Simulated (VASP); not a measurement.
# VTe6Mo2 (P-6m2) in VASP: single point with PBE

Aim: the single point of VTe6Mo2 with PBE.

Everything below comes from runs of VASP 6.6.1. Logs are shortened: lines on timing, memory, paths and dates and some standing lists are left out, and cuts for length are marked.

### Step 1. The cell of the first run

It takes space group P-6m2 (No. 187, hexagonal). The conventional cell has a = 3.570 Å, b = 3.570 Å, c = 25.798 Å, α = 90.00°, β = 90.00°, γ = 120.00°. Within 3.6 Å of V (site symmetry -6m2) lie 6 Te at 2.71 Å and 6 V at 3.57 Å. Within 3.7 Å of Te (site symmetry 3m) lie 3 Mo at 2.74 Å and 7 Te at 3.57 to 3.61 Å. Within 3.6 Å of Te (site symmetry 3m) lie 3 V at 2.71 Å and 7 Te at 3.52 to 3.57 Å. Te (site symmetry 3m) has 3 Mo at 2.74 Å and 7 Te at 3.57 to 3.61 Å within 3.7 Å. Mo (site symmetry 3m) has 6 Te at 2.74 Å and 6 Mo at 3.57 Å within 3.6 Å.

### Step 2. Single point, PBE, collinear spin, ferromagnetic start

File INCAR:

```
SYSTEM = VTe6Mo2
  PREC = Accurate
  ENCUT = 520
  EDIFF = 1E-7
  ISMEAR = 0
  SIGMA = 0.1
  LREAL = .FALSE.
  LASPH = .TRUE.
  NELM = 150
  ALGO = Normal
  ISIF = 2
  LWAVE = .FALSE.
  LCHARG = .TRUE.
  ISPIN = 2
  MAGMOM = -1.1 0 0 0 0 0 0 0 0
  LORBIT = 11
  LMAXMIX = 4
  GGA = PE
  LELF = .TRUE.
  LVHAR = .TRUE.
  NBANDS = 52
```

File KPOINTS:

```
Automatic mesh
0
G
  6 6 1
  0 0 0
```

File POSCAR:

```
VTe6Mo2
1.0
    3.5701179000      0.0000000000      0.0000000000
   -1.7850590000      3.0918128000      0.0000000000
    0.0000000000      0.0000000000     25.7978042000
V Te Mo
1 6 2
Direct
    0.0000000000      0.0000000000      0.5000000000
    0.3333333000      0.6666667000      0.0980320000
    0.3333333000      0.6666667000      0.4317420000
    0.3333333000      0.6666667000      0.7622270000
    0.3333333000      0.6666667000      0.9019680000
    0.3333333000      0.6666667000      0.2377730000
    0.3333333000      0.6666667000      0.5682580000
    0.0000000000      0.0000000000      0.8320950000
    0.0000000000      0.0000000000      0.1679050000
```

Potentials or basis: VASP PAW PBE potentials, release 64 (V_sv, Te, Mo_sv).

Run with:

```bash
cat potpaw_PBE.64/V_sv/POTCAR potpaw_PBE.64/Te/POTCAR potpaw_PBE.64/Mo_sv/POTCAR > POTCAR
mpirun -np 1 vasp_std > vasp.out
```

OUTCAR:

```text
SYSTEM = VTe6Mo2
   PREC = Accurate
   ENCUT = 520
   EDIFF = 1E-7
   ISMEAR = 0
   LREAL = .FALSE.
   LASPH = .TRUE.
   NELM = 150
   ISIF = 2
   ISPIN = 2
   LORBIT = 11
   GGA = PE

 ion  position               nearest neighbor table
   1  0.000  0.000  0.500-   3 2.71   7 2.71   3 2.71   7 2.71   3 2.71   7 2.71
   2  0.333  0.667  0.098-   9 2.74   9 2.74   9 2.74   6 3.61
   3  0.333  0.667  0.432-   1 2.71   1 2.71   1 2.71   7 3.52
   4  0.333  0.667  0.762-   8 2.74   8 2.74   8 2.74   5 3.61
   5  0.333  0.667  0.902-   8 2.74   8 2.74   8 2.74   4 3.61
   6  0.333  0.667  0.238-   9 2.74   9 2.74   9 2.74   2 3.61
   7  0.333  0.667  0.568-   1 2.71   1 2.71   1 2.71   3 3.52
   8  0.000  0.000  0.832-   4 2.74   4 2.74   4 2.74   5 2.74   5 2.74   5 2.74
   9  0.000  0.000  0.168-   6 2.74   6 2.74   6 2.74   2 2.74   2 2.74   2 2.74

  LATTYP: Found a hexagonal cell.
 ALAT       =     3.5701179000
 C/A-ratio  =     7.2260370449

  Lattice vectors:

 A1 = (   3.5701179000,   0.0000000000,   0.0000000000)
 A2 = (  -1.7850590000,   3.0918128000,   0.0000000000)
 A3 = (   0.0000000000,   0.0000000000,  25.7978042000)

Analysis of symmetry for initial positions (statically):
=====================================================================
 Subroutine PRICEL returns:
 Original cell was already a primitive cell.

 Routine SETGRP: Setting up the symmetry group for a
 hexagonal supercell.

 Subroutine GETGRP returns: Found 12 space group operations
 (whereof 12 operations were pure point group operations)
 out of a pool of 24 trial point group operations.

The static configuration has the point symmetry D_3h.

Analysis of symmetry for dynamics (positions and initial velocities):
=====================================================================
 Subroutine PRICEL returns:
 Original cell was already a primitive cell.

 Routine SETGRP: Setting up the symmetry group for a
 hexagonal supercell.

 Subroutine GETGRP returns: Found 12 space group operations
 (whereof 12 operations were pure point group operations)
 out of a pool of 24 trial point group operations.

The dynamic configuration has the point symmetry D_3h.

Analysis of structural, dynamic, and magnetic symmetry:
=====================================================================
 Subroutine PRICEL returns:
 Original cell was already a primitive cell.

 Routine SETGRP: Setting up the symmetry group for a
 hexagonal supercell.

 Subroutine GETGRP returns: Found 12 space group operations
 (whereof 12 operations were pure point group operations)
 out of a pool of 24 trial point group operations.

The overall configuration has the point symmetry D_3h.

 Subroutine INISYM returns: Found 12 space group operations
 (whereof 12 operations are pure point group operations),
 and found     1 'primitive' translations

----------------------------------------------------------------------------------------

                                     Primitive cell

  volume of cell :     284.7597

  direct lattice vectors                    reciprocal lattice vectors
     3.570117900  0.000000000  0.000000000     0.280102794  0.161717428  0.000000000
    -1.785059000  3.091812800  0.000000000     0.000000000  0.323434847  0.000000000
     0.000000000  0.000000000 25.797804200     0.000000000  0.000000000  0.038762989

  length of vectors
     3.570117900  3.570117929 25.797804200     0.323434850  0.323434847  0.038762989

  position of ions in fractional coordinates (direct lattice)
     0.000000000  0.000000000  0.500000000
     0.333333300  0.666666700  0.098032000
     0.333333300  0.666666700  0.431742000
     0.333333300  0.666666700  0.762227000
     0.333333300  0.666666700  0.901968000
     0.333333300  0.666666700  0.237773000
     0.333333300  0.666666700  0.568258000
     0.000000000  0.000000000  0.832095000
     0.000000000  0.000000000  0.167905000

  ion indices of the primitive-cell ions
   primitive index   ion index
                 1           1
                 2           2
                 3           3
                 4           4
[... 45 lines left out ...]
   dimension x,y,z NGXF=    56 NGYF=   56 NGZF=  384
   ions per type =               1   6   2
   NGX,Y,Z   is equivalent  to a cutoff of  13.04, 13.04, 12.37 a.u.
   NGXF,Y,Z  is equivalent  to a cutoff of  26.08, 26.08, 24.75 a.u.
 SYSTEM =  VTe6Mo2
   PREC   = accura    normal or accurate (medium, high low for compatibility)
   ISTART =      0    job   : 0-new  1-cont  2-samecut
   ICHARG =      2    charge: 1-file 2-atom 10-const
   ISPIN  =      2    spin polarized calculation?
   LNONCOLLINEAR =      F non collinear calculations
   LSORBIT =      F    spin-orbit coupling
   LASPH  =      T    aspherical Exc in radial PAW
   ENCUT  =  520.0 eV  38.22 Ry    6.18 a.u.   6.64  6.64 47.97*2*pi/ulx,y,z
   NELM   =    150;   NELMIN=  2; NELMDL= -5     # of ELM steps
   EDIFF  = 0.1E-06   stopping-criterion for ELM
   LREAL  =      F    real-space projection
   EDIFFG = 0.1E-05   stopping-criterion for IOM
   NSW    =      0    number of steps for IOM
   IBRION =     -1    ionic relax: 0-MD 1-quasi-New 2-CG
   NFREE  =      0    steps in history (QN), initial steepest desc. (CG)
   ISIF   =      2    stress and relaxation
   ISYM   =      2    0-nonsym 1-usesym 2-fastsym
   POTIM  = 0.5000    time-step for ionic-motion
   TEBEG  =    0.0;   TEEND  =   0.0 temperature during run
   PSTRESS=    0.0 pullay stress
   NELECT =      77.0000    total number of electrons
   NUPDOWN=      -1.0000    fix difference up-down
   EMIN   =  10.00;   EMAX   =-10.00  energy-range for DOS
   EFERMI =   0.00;   METHOD = LEGACY
   ISMEAR =     0;   SIGMA  =   0.10  broadening in eV -4-tet -1-fermi 0-gaus
   EFERMI_NEDOS =   21; number of points for ismear=-14 and -15
   IALGO  =     38    algorithm
   IMIX   =      4    mixing-type and parameters
     AMIX     =   0.40;   BMIX     =  1.00
     AMIX_MAG =   1.60;   BMIX_MAG =  1.00
  volume/ion in A,a.u.               =      31.64       213.52
  Fermi-wavevector in a.u.,A,eV,Ry     =   1.058633  2.000527 15.248112  1.120705
  Thomas-Fermi vector in A             =   2.193950
   LORBIT       =     11    0 simple, 1 ext, 2 COOP (PROOUT), +10 PAW based schemes
   GGA     = PE    functional components
   LHFCALC =     F    Hartree Fock is set to
   AEXX    =    0.0000 exact exchange contribution
   IVDW    =     0    specifies the selected vdW correction
   LEPSILON=     F    determine dielectric tensor
   LRPA    =     F    only Hartree local field effects (RPA)
 spin polarized calculation
 Gauss-broadening in eV      SIGMA  =   0.10
  energy-cutoff  :      520.00
  volume of cell :      284.76
 maximum number of plane-waves:      7725
 NGX is ok and might be reduce to    28
   NGX = 13   NGY = 13   NGZ = 95

 number of electron      76.9999992 magnetization      -0.9840220

 Free energy of the ion-electron system (eV)
  ---------------------------------------------------
  ext. energy  EPLUGINS =         0.00000000
  ---------------------------------------------------
  free energy    TOTEN  =       -52.23888550 eV

  energy without entropy =      -52.23491560  energy(sigma->0) =      -52.23690055

 E-fermi :   5.1488     XC(G=0):  -8.7930

 val. band max:        5.0424938000   @ k =   0.3333   0.3333   0.0000
 cond. band min:       5.2239049901   @ k =   0.5000   0.0000   0.0000
 fundamental gap:      0.1814111901
 Fermi energy:         5.1487744703

 spin component 1

 k-point     1 :       0.0000    0.0000    0.0000
  band No.  band energies     occupation
      1     -58.5167      1.00000
      2     -55.6739      1.00000
      3     -55.6739      1.00000
      4     -32.3732      1.00000
      5     -32.3676      1.00000
      6     -32.3676      1.00000
[... 360 lines left out ...]
     49       8.4613      0.00000
     50       8.9196      0.00000
 Fermi energy:         5.1487744703

 spin component 2

 k-point     1 :       0.0000    0.0000    0.0000
  band No.  band energies     occupation
      1     -59.5190      1.00000
      2     -55.6739      1.00000
      3     -55.6739      1.00000
      4     -33.4031      1.00000
      5     -33.4031      1.00000
      6     -33.2897      1.00000
[... 360 lines left out ...]
     49       8.1150      0.00000
     50       8.9183      0.00000
 [bands above 50 left out]

------------------------ aborting loop because EDIFF is reached ----------------------------------------

  FORCE on cell =-STRESS in cart. coord.  units (eV):
  Direction    XX          YY          ZZ          XY          YZ          ZX
  --------------------------------------------------------------------------------------
  -------------------------------------------------------------------------------------
  Total        0.0658240      0.0658240      0.1320210     -0.0000000     -0.0000000     -0.0000000
  in kB        0.3703537      0.3703537      0.7428056     -0.0000000     -0.0000000     -0.0000000
  external PRESSURE =       0.4945043 kB  Pullay stress =       0.0000000 kB

 VOLUME and BASIS-vectors are now :
 -----------------------------------------------------------------------------
  energy-cutoff  :      520.00
  volume of cell :      284.76
      direct lattice vectors                 reciprocal lattice vectors
     3.570117900  0.000000000  0.000000000     0.280102794  0.161717428  0.000000000
    -1.785059000  3.091812800  0.000000000     0.000000000  0.323434847  0.000000000
     0.000000000  0.000000000 25.797804200     0.000000000  0.000000000  0.038762989

 POSITION                                       TOTAL-FORCE (eV/Angst)
 -----------------------------------------------------------------------------------
      0.00000      0.00000     12.89890         0.000000     -0.000000      0.000000
     -0.00000      2.06121      2.52901        -0.000000      0.000000     -0.017967
     -0.00000      2.06121     11.13800        -0.000000     -0.000000      0.001522
     -0.00000      2.06121     19.66378         0.000000     -0.000000     -0.024923
     -0.00000      2.06121     23.26879        -0.000000      0.000000      0.017967
     -0.00000      2.06121      6.13402         0.000000     -0.000000      0.024923
     -0.00000      2.06121     14.65981        -0.000000     -0.000000     -0.001522
      0.00000      0.00000     21.46622         0.000000      0.000000      0.005400
      0.00000      0.00000      4.33158         0.000000      0.000000     -0.005400
 -----------------------------------------------------------------------------------
    total drift:                                0.000284     -0.000162      0.000000

  FREE ENERGIE OF THE ION-ELECTRON SYSTEM (eV)
  ---------------------------------------------------
  free  energy   TOTEN  =       -52.2388854974 eV

  energy  without entropy=      -52.2349155964  energy(sigma->0) =      -52.23690055

 total charge

# of ion       s       p       d       tot
------------------------------------------
    1        2.214   6.163   3.058  11.435
    2        1.383   1.972   0.057   3.413
    3        1.387   1.983   0.046   3.415
    4        1.384   1.971   0.057   3.413
    5        1.383   1.972   0.057   3.413
    6        1.384   1.971   0.057   3.413
    7        1.387   1.983   0.046   3.415
    8        2.250   6.139   3.951  12.340
    9        2.250   6.139   3.951  12.340
--------------------------------------------------
tot         15.022  30.295  11.282  56.598

 magnetization (x)

# of ion       s       p       d       tot
------------------------------------------
    1       -0.013  -0.009  -0.996  -1.018
    2       -0.000   0.000  -0.000  -0.000
    3        0.002   0.077  -0.004   0.075
    4       -0.000  -0.000   0.000  -0.000
    5       -0.000   0.000  -0.000  -0.000
    6       -0.000  -0.000   0.000  -0.000
    7        0.002   0.077  -0.004   0.075
    8       -0.000  -0.000  -0.000  -0.000
    9       -0.000  -0.000  -0.000  -0.000
--------------------------------------------------
tot         -0.008   0.144  -1.005  -0.868
```

Run time: 8.9 min. Hardware: 1 thread of AMD EPYC 7R13 (Zen 3), shared host; peak memory 0.57 GiB.

What came out:

| Property | Result |
| --- | --- |
| Free energy | -52.2389 eV |
| Pressure | 0.0 GPa |
| Largest force | 0.025 eV/Å |
| Band gap on the k mesh | 0.18 eV (least direct gap 0.45 eV) |
| Net moment | -0.98 μB per cell |
| Site moments | V -1.02; Te -0.00, +0.07 (each value once); Mo -0.00 μB |
| Valence electrons inside the program's atomic spheres | V 11.44; Te 3.41, 3.42 (each value once); Mo 12.34 |

Forces in eV/Å, atoms in the order of the input:
```
V    0.000  0.000  0.000
Te   0.000  0.000 -0.018
Te   0.000  0.000  0.002
Te   0.000  0.000 -0.025
Te   0.000  0.000  0.018
Te   0.000  0.000  0.025
Te   0.000  0.000 -0.002
Mo   0.000  0.000  0.005
Mo   0.000  0.000 -0.005
```

Levels at points of the mesh, in eV from the valence-band top:
Spin up:
```
           k point  band 35  band 36  band 37  band 38  band 39  band 40  band 41  band 42
(0.00, 0.00, 0.00)    -0.48    -0.32    -0.01    -0.01     0.82     2.98     2.98     2.99
(0.50, 0.00, 0.00)    -0.69    -0.37    -0.36    -0.27     0.18     1.35     1.35     1.67
```
Spin down:
```tsv
k point	band 37	band 38	band 39	band 40	band 41	band 42
(0.00, 0.00, 0.00)	-0.43	-0.32	-0.20	2.98	2.98	2.99
(0.50, 0.00, 0.00)	-0.37	-0.36	-0.34	0.80	0.93	1.35
```

Caveat: spin-orbit coupling is left out, which moves the levels of the heavy elements; an odd mesh through Γ misses points on the zone boundary, where band edges can lie; this functional lacks dispersion, which binds the layers, so the pressure and a relaxed spacing across them are unreliable.
